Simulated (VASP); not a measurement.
Input of a VASP 6.6.1 run:

Contents of INCAR:

```
  PREC = Accurate
  ENCUT = 520
  EDIFF = 1E-7
  ISMEAR = 0
  SIGMA = 0.05
  LREAL = F
  LASPH = T
  NELM = 80
  ALGO = Normal
  ISIF = 2
  LWAVE = F
  LCHARG = F
  GGA = PS
  NBANDS = 52
```

File KPOINTS:

```
Automatic mesh
0
Gamma
  4 4 4
```

Contents of POSCAR:

```
Cs2RbInF6
1.0
    0.0000000000      4.7177140811      4.7177140811
    4.7177140811      0.0000000000      4.7177140811
    4.7177140811      4.7177140811      0.0000000000
Cs Rb In F
2 1 1 6
Direct
    0.7500000000      0.7500000000      0.7500000000
    0.2500000000      0.2500000000      0.2500000000
    0.5000000000      0.5000000000      0.5000000000
    0.0000000000      0.0000000000      0.0000000000
    0.8110456844      0.2525444346      0.1889543156
    0.2207493751      0.2207493751      0.7792506249
    0.2525444346      0.8110456844      0.7474555654
    0.1889543156      0.7474555654      0.2525444346
    0.7474555654      0.1889543156      0.8110456844
    0.7792506249      0.7792506249      0.2207493751
```

Potentials or basis: VASP PAW PBE potentials, release 64 (Cs_sv, Rb_sv, In_d, F).

Launch:

```sh
$ cat potpaw_PBE.64/Cs_sv/POTCAR potpaw_PBE.64/Rb_sv/POTCAR potpaw_PBE.64/In_d/POTCAR potpaw_PBE.64/F/POTCAR > POTCAR
$ mpirun -np 1 vasp_std > vasp.out
```

What does it give for the pressure?

-0.2 GPa.

What does it give for the largest force?

0.265 eV/Å.

Forces in eV/Å, atoms in the order of the input:
```
Cs   0.000  0.000  0.000
Cs   0.000  0.000  0.000
Rb   0.000  0.000  0.000
In   0.000  0.000  0.000
F   -0.105  0.000 -0.243
F    0.000  0.000  0.043
F    0.105  0.000 -0.243
F    0.000 -0.105  0.243
F    0.000  0.105  0.243
F    0.000  0.000 -0.043
```

Caveat: the cell differs from its parent crystal (mode 13 (91.2 1/cm) frozen in, largest displacement -0.300 Å); the PAW data sets were made with another functional, which shifts forces and pressure a little.
